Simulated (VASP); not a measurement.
Runs of VASP 6.6.1 on GaN. The structure is that of space group Fm-3m (No. 225), or close to it. The cells are those of the table. 

```tsv
level	cell	smearing	gap on the mesh (eV)	pressure (GPa)
PBE	a = 3.100 Å, angles 60.0°, 2 atoms	gaussian 0.05 eV	none	-13.1
r2SCAN	a = 2.930 Å, angles 60.0°, 2 atoms	gaussian 0.05 eV	1.51	(d)
PBE	a = 3.051 Å, angles 60.0°, 2 atoms	gaussian 0.05 eV	(b)	-5.6
PBE	a = 3.062 Å, angles 60.0°, 2 atoms	gaussian 0.05 eV	0.15	-7.5
PBE	a = 3.018 Å, angles 60.0°, 2 atoms	gaussian 0.02 eV	(a)	0.8
PBE	a = 3.141, b = 3.019, c = 3.019 Å, angles 60.0, 61.3, 61.3°, 2 atoms	gaussian 0.05 eV	none	-9.7
PBE	a = 3.166 Å, angles 60.0°, 2 atoms	gaussian 0.05 eV	none	-20.7
PBE	a = 2.915 Å, angles 60.0°, 2 atoms	gaussian 0.05 eV	1.08	(c)
```

Alike in all rows: task single point; potentials or basis VASP PAW PBE potentials, release 64 (Ga_d, N); no spin polarisation; k mesh 14 × 14 × 14; cutoff (eV) 520.

Question: Estimate the missing entries.

Answer: (a) 0.41; (b) 0.21; (c) 28.7; (d) 16.0.

Caveats: the PAW data sets were made with another functional, which shifts forces and pressure a little (some runs).

A k mesh can miss the band edges, and the runs leave out spin-orbit coupling on Ga.

A gap of «none» marks levels without a gap at the run's occupations.
